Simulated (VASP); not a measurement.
# Sn (Fd-3m) in VASP: further runs

Runs on Sn. Level: LDA. Tasks: single point.

Everything below comes from runs of VASP 6.6.1. Logs are shortened: lines on timing, memory, paths and dates and some standing lists are left out, and cuts for length are marked.

**1. The cell of the first run**

It takes space group Fd-3m (No. 227, cubic). Conventional cell: a = 6.476 Å, b = 6.476 Å, c = 6.476 Å, α = 90.00°, β = 90.00°, γ = 90.00°. Sn (site symmetry -43m) has 4 Sn at 2.80 Å within 3.7 Å.

**2. Single point, LDA**

INCAR reads:

```
SYSTEM = Sn
PREC     = Accurate       ! precision mode
ENCUT    = 520            ! plane-wave cutoff, eV
EDIFF    = 1E-6           ! SCF threshold, eV
ISMEAR   = -1             ! smearing method
SIGMA    = 0.1            ! smearing width, eV
LREAL    = .False.        ! projectors in reciprocal space
LASPH    = .True.         ! aspherical terms in the spheres
NELM     = 100            ! most SCF steps
ALGO     = Normal         ! electronic algorithm
ISIF     = 2              ! what is computed and relaxed
LWAVE    = .False.        ! write WAVECAR
LCHARG   = .False.        ! write CHGCAR
NBANDS   = 21             ! bands
```

KPOINTS reads:

```
Automatic mesh
0
Gamma
  9 9 9
  0 0 0
```

POSCAR reads:

```
Sn
1.0
    0.0000000000      3.2380799619      3.2380799619
    3.2380799619      0.0000000000      3.2380799619
    3.2380799619      3.2380799619      0.0000000000
Sn
2
Direct
    0.5000000000      0.5000000000      0.5000000000
    0.7500000000      0.7500000000      0.7500000000
```

Potentials or basis: VASP PAW LDA potentials, release 64 (Sn_d).

Command:

```console
cat potpaw_LDA.64/Sn_d/POTCAR > POTCAR
mpirun -np 1 vasp_std > vasp.out
```

OUTCAR:

```text
SYSTEM = Sn
   PREC = Accurate
   ENCUT = 520
   EDIFF = 1E-6
   ISMEAR = -1
   LREAL = .False.
   LASPH = .True.
   NELM = 100
   ISIF = 2

 ion  position               nearest neighbor table
   1  0.500  0.500  0.500-   2 2.80   2 2.80   2 2.80   2 2.80
   2  0.750  0.750  0.750-   1 2.80   1 2.80   1 2.80   1 2.80

  LATTYP: Found a face centered cubic cell.
 ALAT       =     6.4761599238

  Lattice vectors:

 A1 = (   0.0000000000,   3.2380799619,   3.2380799619)
 A2 = (   3.2380799619,   0.0000000000,   3.2380799619)
 A3 = (   3.2380799619,   3.2380799619,   0.0000000000)

Analysis of symmetry for initial positions (statically):
=====================================================================
 Subroutine PRICEL returns:
 Original cell was already a primitive cell.

 Routine SETGRP: Setting up the symmetry group for a
 face centered cubic supercell.

 Subroutine GETGRP returns: Found 48 space group operations
 (whereof 24 operations were pure point group operations)
 out of a pool of 48 trial point group operations.

The static configuration has the point symmetry T_d .
 The point group associated with its full space group is O_h .

Analysis of symmetry for dynamics (positions and initial velocities):
=====================================================================
 Subroutine PRICEL returns:
 Original cell was already a primitive cell.

 Routine SETGRP: Setting up the symmetry group for a
 face centered cubic supercell.

 Subroutine GETGRP returns: Found 48 space group operations
 (whereof 24 operations were pure point group operations)
 out of a pool of 48 trial point group operations.

The dynamic configuration has the point symmetry T_d .
 The point group associated with its full space group is O_h .

 Subroutine INISYM returns: Found 48 space group operations
 (whereof 24 operations are pure point group operations),
 and found     1 'primitive' translations

----------------------------------------------------------------------------------------

                                     Primitive cell

  volume of cell :      67.9036

  direct lattice vectors                    reciprocal lattice vectors
     0.000000000  3.238079962  3.238079962    -0.154412493  0.154412493  0.154412493
     3.238079962  0.000000000  3.238079962     0.154412493 -0.154412493  0.154412493
     3.238079962  3.238079962  0.000000000     0.154412493  0.154412493 -0.154412493

  length of vectors
     4.579336598  4.579336598  4.579336598     0.267450283  0.267450283  0.267450283

  position of ions in fractional coordinates (direct lattice)
     0.500000000  0.500000000  0.500000000
     0.750000000  0.750000000  0.750000000

  ion indices of the primitive-cell ions
   primitive index   ion index
                 1           1
                 2           2

----------------------------------------------------------------------------------------

 KPOINTS: Automatic mesh

Automatic generation of k-mesh.
 Grid dimensions read from file:
 generate k-points for:    9    9    9

 Generating k-lattice:

  Cartesian coordinates                     Fractional coordinates (reciprocal lattice)
    -0.017156944  0.017156944  0.017156944     0.111111111  0.000000000  0.000000000
     0.017156944 -0.017156944  0.017156944     0.000000000  0.111111111  0.000000000
     0.017156944  0.017156944 -0.017156944     0.000000000  0.000000000  0.111111111

  Length of vectors
     0.029716698  0.029716698  0.029716698

  Shift w.r.t. Gamma in fractional coordinates (k-lattice)
     0.000000000  0.000000000  0.000000000

 Subroutine IBZKPT returns following result:
 ===========================================

 Found     35 irreducible k-points:

 Following reciprocal coordinates:
            Coordinates               Weight
  0.000000  0.000000  0.000000      1.000000
  0.111111  0.000000  0.000000      8.000000
  0.222222  0.000000  0.000000      8.000000
  0.333333  0.000000  0.000000      8.000000
  0.444444  0.000000  0.000000      8.000000
  0.111111  0.111111  0.000000      6.000000
[... 16 lines left out ...]
 -0.333333  0.333333  0.000000     12.000000
  0.444444  0.444444  0.000000      6.000000
 [... further k-points ...]
   k-points           NKPTS =     35   k-points in BZ     NKDIM =     35   number of bands    NBANDS=     21
   number of dos      NEDOS =    301   number of ions     NIONS =      2
   total plane-waves  NPLWV =  46656
   dimension x,y,z NGX =    36 NGY =   36 NGZ =   36
   dimension x,y,z NGXF=    72 NGYF=   72 NGZF=   72
   ions per type =               2
   NGX,Y,Z   is equivalent  to a cutoff of  13.07, 13.07, 13.07 a.u.
   NGXF,Y,Z  is equivalent  to a cutoff of  26.14, 26.14, 26.14 a.u.
 SYSTEM =  Sn
   PREC   = accura    normal or accurate (medium, high low for compatibility)
   ISTART =      0    job   : 0-new  1-cont  2-samecut
   ICHARG =      2    charge: 1-file 2-atom 10-const
   ISPIN  =      1    spin polarized calculation?
   LNONCOLLINEAR =      F non collinear calculations
   LSORBIT =      F    spin-orbit coupling
   LASPH  =      T    aspherical Exc in radial PAW
   ENCUT  =  520.0 eV  38.22 Ry    6.18 a.u.   8.51  8.51  8.51*2*pi/ulx,y,z
   NELM   =    100;   NELMIN=  2; NELMDL= -5     # of ELM steps
   EDIFF  = 0.1E-05   stopping-criterion for ELM
   LREAL  =      F    real-space projection
   EDIFFG = 0.1E-04   stopping-criterion for IOM
   NSW    =      0    number of steps for IOM
   IBRION =     -1    ionic relax: 0-MD 1-quasi-New 2-CG
   NFREE  =      0    steps in history (QN), initial steepest desc. (CG)
   ISIF   =      2    stress and relaxation
   ISYM   =      2    0-nonsym 1-usesym 2-fastsym
   POTIM  = 0.5000    time-step for ionic-motion
   TEBEG  =    0.0;   TEEND  =   0.0 temperature during run
   PSTRESS=    0.0 pullay stress
   NELECT =      28.0000    total number of electrons
   NUPDOWN=      -1.0000    fix difference up-down
   EMIN   =  10.00;   EMAX   =-10.00  energy-range for DOS
   EFERMI =   0.00;   METHOD = LEGACY
   ISMEAR =    -1;   SIGMA  =   0.10  broadening in eV -4-tet -1-fermi 0-gaus
   EFERMI_NEDOS =   21; number of points for ismear=-14 and -15
   IALGO  =     38    algorithm
   IMIX   =      4    mixing-type and parameters
     AMIX     =   0.40;   BMIX     =  1.00
     AMIX_MAG =   1.60;   BMIX_MAG =  1.00
  volume/ion in A,a.u.               =      33.95       229.12
  Fermi-wavevector in a.u.,A,eV,Ry     =   1.218512  2.302654 20.201555  1.484772
  Thomas-Fermi vector in A             =   2.353796
   LORBIT       =      0    0 simple, 1 ext, 2 COOP (PROOUT), +10 PAW based schemes
   GGA     = CA    functional components
   LHFCALC =     F    Hartree Fock is set to
   AEXX    =    0.0000 exact exchange contribution
   IVDW    =     0    specifies the selected vdW correction
   LEPSILON=     F    determine dielectric tensor
   LRPA    =     F    only Hartree local field effects (RPA)
 non-spin polarized calculation
  energy-cutoff  :      520.00
  volume of cell :       67.90
 maximum number of plane-waves:      1853
 NGX is ok and might be reduce to    36
   NGX = 17   NGY = 17   NGZ = 17

 number of electron      28.0000006 magnetization

 Free energy of the ion-electron system (eV)
  ---------------------------------------------------
  ext. energy  EPLUGINS =         0.00000000
  ---------------------------------------------------
  free energy    TOTEN  =        -8.94183805 eV

  energy without entropy =       -8.93404152  energy(sigma->0) =       -8.93793978

 E-fermi :   5.4074     XC(G=0):  -9.2213

 val. band max:        5.3631133762   @ k =   0.4444   0.0000   0.0000
 cond. band min:       5.5173159762   @ k =   0.3333   0.0000   0.0000
 fundamental gap:      0.1542026000
 Fermi energy:         5.4073630118

 k-point     1 :       0.0000    0.0000    0.0000
  band No.  band energies     occupation
      1     -16.1937      2.00000
      2     -16.1937      2.00000
      3     -16.1937      2.00000
      4     -16.1312      2.00000
      5     -16.1312      2.00000
      6     -15.8139      2.00000
[... 13 lines left out ...]
     20      13.4877      0.00000
     21      13.4877      0.00000

 k-point     2 :       0.1111    0.0000    0.0000
  band No.  band energies     occupation
      1     -16.2029      2.00000
      2     -16.2029      2.00000
      3     -16.1906      2.00000
      4     -16.1184      2.00000
      5     -16.1184      2.00000
      6     -15.8330      2.00000
[... 13 lines left out ...]
     20      12.6312      0.00000
     21      12.6312      0.00000

 k-point     3 :       0.2222    0.0000    0.0000
  band No.  band energies     occupation
      1     -16.2170      2.00000
      2     -16.2170      2.00000
      3     -16.1827      2.00000
      4     -16.0957      2.00000
      5     -16.0957      2.00000
      6     -15.8540      2.00000
[... 13 lines left out ...]
     20      12.2911      0.00000
     21      12.2911      0.00000

 k-point     4 :       0.3333    0.0000    0.0000
  band No.  band energies     occupation
      1     -16.2263      2.00000
      2     -16.2263      2.00000
      3     -16.1734      2.00000
      4     -16.0781      2.00000
      5     -16.0781      2.00000
      6     -15.8680      2.00000
[... 13 lines left out ...]
     20      12.7839      0.00000
     21      12.7839      0.00000

 k-point     5 :       0.4444    0.0000    0.0000
  band No.  band energies     occupation
      1     -16.2304      2.00000
      2     -16.2304      2.00000
      3     -16.1670      2.00000
      4     -16.0699      2.00000
      5     -16.0699      2.00000
      6     -15.8737      2.00000
[... 13 lines left out ...]
     20      13.8776      0.00000
     21      13.8776      0.00000
[... 382 lines left out ...]
     20      14.7609      0.00000
     21      15.2551      0.00000

 k-point    22 :      -0.4444    0.3333    0.0000
  band No.  band energies     occupation
      1     -16.2656      2.00000
      2     -16.2455      2.00000
      3     -16.1145      2.00000
      4     -16.0237      2.00000
      5     -15.9981      2.00000
      6     -15.9590      2.00000
[... 13 lines left out ...]
     20      14.0291      0.00000
     21      15.7017      0.00000

 k-point    23 :      -0.3333    0.3333    0.0000
  band No.  band energies     occupation
      1     -16.2703      2.00000
      2     -16.2465      2.00000
      3     -16.1070      2.00000
      4     -16.0037      2.00000
      5     -15.9950      2.00000
      6     -15.9741      2.00000
[... 13 lines left out ...]
     20      12.8262      0.00000
     21      16.0323      0.00000

 k-point    24 :       0.4444    0.4444    0.0000
  band No.  band energies     occupation
      1     -16.2449      2.00000
      2     -16.2449      2.00000
      3     -16.1360      2.00000
      4     -16.0752      2.00000
      5     -15.9937      2.00000
      6     -15.9368      2.00000
[... 13 lines left out ...]
     20      15.2396      0.00000
     21      15.6969      0.00000

 [... further k-points ...]
[... 5 lines left out ...]
  --------------------------------------------------------------------------------------
  -------------------------------------------------------------------------------------
  Total        0.0041195      0.0041195      0.0041195      0.0000000      0.0000000      0.0000000
  in kB        0.0971998      0.0971998      0.0971998      0.0000000      0.0000000      0.0000000
  external PRESSURE =       0.0971998 kB  Pullay stress =       0.0000000 kB

 VOLUME and BASIS-vectors are now :
 -----------------------------------------------------------------------------
  energy-cutoff  :      520.00
  volume of cell :       67.90
      direct lattice vectors                 reciprocal lattice vectors
     0.000000000  3.238079962  3.238079962    -0.154412493  0.154412493  0.154412493
     3.238079962  0.000000000  3.238079962     0.154412493 -0.154412493  0.154412493
     3.238079962  3.238079962  0.000000000     0.154412493  0.154412493 -0.154412493

 POSITION                                       TOTAL-FORCE (eV/Angst)
 -----------------------------------------------------------------------------------
      3.23808      3.23808      3.23808         0.000000      0.000000      0.000000
      4.85712      4.85712      4.85712        -0.000000     -0.000000     -0.000000
 -----------------------------------------------------------------------------------
    total drift:                                0.000000      0.000000      0.000000

  FREE ENERGIE OF THE ION-ELECTRON SYSTEM (eV)
  ---------------------------------------------------
  free  energy   TOTEN  =        -8.9418380479 eV

  energy  without entropy=       -8.9340415186  energy(sigma->0) =       -8.93793978
```

It took 62 s on 1 thread of Intel Xeon 8259CL, shared host; peak memory 0.19 GiB.

Results:

```yaml
Free_energy: -8.9418 eV
Pressure: 0.0 GPa
Band_gap_on_the_k_mesh: zero (band 14 reaches 5.52 eV, above the bottom of band 15 at 5.36 eV)
```

Levels at points of the mesh, in eV from the Fermi level:
```
           k point  band 11  band 12  band 13  band 14  band 15  band 16  band 17  band 18
(0.00, 0.00, 0.00)   -10.66    -0.73     0.11     0.11     0.11     2.17     2.17     2.17
```

Caveat: spin-orbit coupling is left out, which moves the levels of the heavy elements.

**3. Single point, LDA**

INCAR reads:

```
ALGO = Normal
EDIFF = 1E-6
ENCUT = 520
ISIF = 2
ISMEAR = -1
LASPH = T
LCHARG = F
LREAL = F
LWAVE = F
NBANDS = 21
NELM = 60
PREC = Accurate
SIGMA = 0.1
```

KPOINTS reads:

```
k-points
0
Gamma
  9 9 9
```

POSCAR is that of step 2.

Potentials or basis: VASP PAW LDA potentials, release 64 (Sn_d).

Command:

```console
cat potpaw_LDA.64/Sn_d/POTCAR > POTCAR
mpirun -np 1 vasp_std > vasp.out
```

OUTCAR:

```text
EDIFF = 1E-6
   ENCUT = 520
   ISIF = 2
   ISMEAR = -1
   LASPH = T
   LREAL = F
   NELM = 60
   PREC = Accurate

 ion  position               nearest neighbor table
   1  0.500  0.500  0.500-   2 2.80   2 2.80   2 2.80   2 2.80
   2  0.750  0.750  0.750-   1 2.80   1 2.80   1 2.80   1 2.80

  LATTYP: Found a face centered cubic cell.
 ALAT       =     6.4761599238

  Lattice vectors:

 A1 = (   0.0000000000,   3.2380799619,   3.2380799619)
 A2 = (   3.2380799619,   0.0000000000,   3.2380799619)
 A3 = (   3.2380799619,   3.2380799619,   0.0000000000)
[... 188 lines left out ...]
      3     -16.1937      2.00000
      4     -16.1312      2.00000
      5     -16.1312      2.00000
      6     -15.8139      2.00000
[... 565 lines left out ...]
     20      15.2396      0.00000
     21      15.6969      0.00000

 [... further k-points ...]
[... 5 lines left out ...]
  --------------------------------------------------------------------------------------
  -------------------------------------------------------------------------------------
  Total        0.0041195      0.0041195      0.0041195      0.0000000      0.0000000      0.0000000
  in kB        0.0971998      0.0971998      0.0971998      0.0000000      0.0000000      0.0000000
  external PRESSURE =       0.0971998 kB  Pullay stress =       0.0000000 kB

 VOLUME and BASIS-vectors are now :
 -----------------------------------------------------------------------------
  energy-cutoff  :      520.00
  volume of cell :       67.90
      direct lattice vectors                 reciprocal lattice vectors
     0.000000000  3.238079962  3.238079962    -0.154412493  0.154412493  0.154412493
     3.238079962  0.000000000  3.238079962     0.154412493 -0.154412493  0.154412493
     3.238079962  3.238079962  0.000000000     0.154412493  0.154412493 -0.154412493

 POSITION                                       TOTAL-FORCE (eV/Angst)
 -----------------------------------------------------------------------------------
      3.23808      3.23808      3.23808         0.000000      0.000000      0.000000
      4.85712      4.85712      4.85712        -0.000000     -0.000000     -0.000000
 -----------------------------------------------------------------------------------
    total drift:                                0.000000      0.000000      0.000000

  FREE ENERGIE OF THE ION-ELECTRON SYSTEM (eV)
  ---------------------------------------------------
  free  energy   TOTEN  =        -8.9418380479 eV

  energy  without entropy=       -8.9340415186  energy(sigma->0) =       -8.93793978
```

OSZICAR:

```text
N       E                     dE             d eps       ncg     rms          rms(c)
DAV:   1     0.229509224579E+03    0.22951E+03   -0.14821E+04  1490   0.195E+03
DAV:   2     0.162420782071E+02   -0.21327E+03   -0.20878E+03  1485   0.443E+02
DAV:   3    -0.824381682642E+01   -0.24486E+02   -0.24353E+02  1728   0.141E+02
DAV:   4    -0.904224365254E+01   -0.79843E+00   -0.79815E+00  1710   0.290E+01
DAV:   5    -0.906993453348E+01   -0.27691E-01   -0.27690E-01  2109   0.525E+00    0.333E+00
DAV:   6    -0.898369627230E+01    0.86238E-01   -0.40200E-02  1916   0.216E+00    0.187E+00
DAV:   7    -0.894117159785E+01    0.42525E-01   -0.60086E-02  1595   0.214E+00    0.145E-01
DAV:   8    -0.894175094610E+01   -0.57935E-03   -0.54704E-03  1720   0.797E-01    0.536E-02
DAV:   9    -0.894183766222E+01   -0.86716E-04   -0.17304E-04  1904   0.949E-02    0.141E-02
DAV:  10    -0.894183765189E+01    0.10332E-07   -0.11999E-05  1976   0.364E-02    0.411E-03
DAV:  11    -0.894183804793E+01   -0.39604E-06   -0.94533E-07  1308   0.698E-03
   1 F= -.89418380E+01 E0= -.89379398E+01  d E =-.779653E-02
```

Wall time 59 s (1 thread of Intel Xeon 8259CL, shared host); peak memory 0.19 GiB.

Results:

```
Free energy            : -8.9418 eV
Pressure               : 0.0 GPa
Band gap on the k mesh : zero (band 14 reaches 5.52 eV, above the bottom of band 15 at 5.36 eV)
```

Caveat: spin-orbit coupling is left out, which moves the levels of the heavy elements.

[end of part 1 of 2]
